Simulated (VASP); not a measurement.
## Zr5O9 (a cell with a defect): single point with PBE

The system is Zr5O9 (a cell with a defect).

```
CELL_PARAMETERS angstrom
0.00000 0.00000 5.11588
-2.55794 5.11588 2.55794
-5.11588 -2.55794 2.55794
ATOMIC_POSITIONS crystal
Zr 0.00000 0.00000 0.00000
Zr 0.20000 0.20000 0.40000
Zr 0.40000 0.40000 0.80000
Zr 0.60000 0.60000 0.20000
Zr 0.80000 0.80000 0.60000
O 0.55000 0.30000 0.10000
O 0.75000 0.50000 0.50000
O 0.95000 0.70000 0.90000
O 0.15000 0.90000 0.30000
O 0.05000 0.30000 0.10000
O 0.25000 0.50000 0.50000
O 0.45000 0.70000 0.90000
O 0.65000 0.90000 0.30000
O 0.69861 0.11759 0.73518
```

This cell differs from its parent crystal: atom 14 moved 0.250 of the way to it and -0.225 Å across, host rigid.

| Quantity | Value |
| --- | --- |
| Program | VASP 6.6.1 |
| Task | single point |
| Functional | PBE |
| Potentials or basis | VASP PAW PBE potentials, release 64 (Zr_sv, O) |
| Cutoff | 520 eV |
| k mesh | 4 × 4 × 4 |
| Occupations | gaussian, width 0.05 eV |
| Spin | no spin polarisation |

| Item | Value |
| --- | --- |
| Largest force | 8.873 eV/Å |

Forces in eV/Å, atoms in the order of the input:
```
Zr  -3.141 -3.409 -1.762
Zr   3.330  4.086 -1.240
Zr  -5.682  6.782 -0.659
Zr   0.274 -0.118  0.118
Zr   2.377 -3.243  1.178
O   -0.644 -0.446  0.346
O    0.317 -0.636  0.456
O   -0.580  1.247 -0.162
O   -0.966  0.289 -0.053
O    1.289 -0.698 -0.011
O   -0.135 -1.635 -0.717
O    0.012  1.997 -0.368
O   -1.696  0.532  0.229
O    5.245 -4.747  2.645
```

Levels at points of the mesh, in eV from the Fermi level:
```csv
k point,band 52,band 53,band 54,band 55,band 56,band 57,band 58,band 59,band 60,band 61
"(0.00, 0.00, 0.00)",-0.99,-0.94,-0.90,-0.66,-0.58,0.44,2.68,2.88,3.06,3.69
"(0.50, 0.00, 0.00)",-1.53,-1.19,-1.07,-1.06,-1.01,1.39,2.54,2.99,3.43,3.45
"(0.50, 0.50, 0.00)",-1.47,-1.29,-1.14,-0.95,-0.79,1.30,2.64,2.83,3.37,3.62
"(0.50, 0.50, 0.50)",-1.40,-1.30,-1.09,-1.02,-0.79,1.33,2.57,3.01,3.46,3.47
"(0.50, 0.00, 0.50)",-1.60,-1.38,-1.24,-0.91,-0.86,1.34,2.63,2.95,3.35,3.64
"(0.00, 0.50, 0.00)",-1.23,-0.85,-0.65,-0.52,-0.43,0.46,2.54,3.02,3.55,3.71
"(0.00, 0.00, 0.50)",-1.10,-0.87,-0.57,-0.52,-0.43,1.14,2.35,3.00,3.31,3.77
"(0.00, 0.50, 0.50)",-1.17,-1.02,-0.77,-0.68,-0.24,1.18,2.61,3.16,3.45,3.78
```

It took 6.6 min on 1 thread of Intel(R) Xeon(R) Platinum 8375C CPU @ 2.90GHz (Ice Lake), with other jobs on the host, peak memory 0.45 GiB.

Caveat: the cell carries a net charge on a neutralising background, which shifts energy and pressure; the cell differs from its parent crystal (atom 14 moved 0.250 of the way to it and -0.225 Å across, host rigid); the cell is charged against a uniform background, so pressure and absolute levels hang on convention.
